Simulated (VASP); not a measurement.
A run of VASP 6.6.1 is set up as follows.

File INCAR:

```
PREC = Accurate ; ENCUT = 520
EDIFF = 1E-6 ; ISMEAR = 0
SIGMA = 0.1 ; LREAL = False
LASPH = True ; NELM = 100
ALGO = Normal ; ISIF = 2
LWAVE = False ; LCHARG = False
GGA = PE ; NBANDS = 27
```

Contents of KPOINTS:

```
Automatic mesh
0
Gamma
  4 4 4
```

The input POSCAR:

```
La3N
1.0
    0.0000000000      3.9140068300      3.9140068300
    3.9140068300      0.0000000000      3.9140068300
    3.9140068300      3.9140068300      0.0000000000
La N
3 1
Direct
    0.2500000000      0.2500000000      0.2500000000
    0.7500000000      0.7500000000      0.7500000000
    0.5000000000      0.5000000000      0.5000000000
    0.0000000000      0.0000000000      0.0000000000
```

Potentials or basis: VASP PAW PBE potentials, release 64 (La, N).

Command:

```console
$ cat potpaw_PBE.64/La/POTCAR potpaw_PBE.64/N/POTCAR > POTCAR
$ mpirun -np 1 vasp_std > vasp.out
```

Q: What does it give for the band gap on the k mesh?

A: Zero (bands 19 and 20 overlap by 0.17 eV).

Q: Estimate the pressure.

A: -6.4 GPa.

Caveat: the cell stands under tension; spin-orbit coupling is left out, which moves the levels of the heavy elements.
